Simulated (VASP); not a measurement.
A run of VASP 6.6.1 is set up as follows.

Contents of INCAR:

```
SYSTEM = TiC8
PREC = Accurate
ENCUT = 600
EDIFF = 1E-6
ISMEAR = 0
SIGMA = 0.2
LREAL = .False.
LASPH = .True.
NELM = 80
ALGO = Normal
ISIF = 3
LWAVE = .False.
LCHARG = .False.
GGA = PE
IVDW = 12
IBRION = 2
NSW = 80
EDIFFG = -0.025
```

File KPOINTS:

```
Automatic mesh
0
Gamma
  6 6 6
  0 0 0
```

Contents of POSCAR:

```
TiC8
1.0
    0.0100980663      0.0094866620      3.6879234446
    5.0132843759     -0.0371042203      0.0138805875
   -2.5387753853      4.3550042612      0.0043528197
Ti C
1 8
Direct
    0.5373721091      1.0330998611     -0.0087743246
   -0.0075970156      0.3185706268      0.6716327625
    0.0575337086      0.3416920216      0.1921999205
   -0.0161855060      0.8046376379      0.6412040478
    0.0229028424      0.8245233047      0.1849044042
    0.0337258379      0.2037403896      0.8411277442
   -0.0208896870      0.1779843707      0.3376727489
   -0.0455766013      0.5918509377      0.7800738239
   -0.0612856879      0.7039008499      0.3599588726
```

Potentials or basis: VASP PAW PBE potentials, release 64 (Ti_sv, C).

Command:

```bash
$ cat potpaw_PBE.64/Ti_sv/POTCAR potpaw_PBE.64/C/POTCAR > POTCAR
$ mpirun -np 1 vasp_std > vasp.out
```

Predict the relaxed cell.

a = 3.635 Å, b = 5.002 Å, c = 5.002 Å, α = 119.99°, β = 89.96°, γ = 90.10°.

Predict the band gap on the k mesh.

zero (bands 22 and 23 overlap by 1.72 eV).

Estimate the dispersion energy per atom.

-0.191 eV.

Forces on the atoms (eV/Å):
```
Ti   0.010  0.001 -0.005
C   -0.012  0.002  0.015
C    0.020  0.004  0.003
C    0.001 -0.003 -0.008
C    0.007 -0.007 -0.001
C    0.003  0.008 -0.002
C   -0.008  0.004 -0.009
C   -0.012 -0.008 -0.005
C   -0.009 -0.001  0.012
```
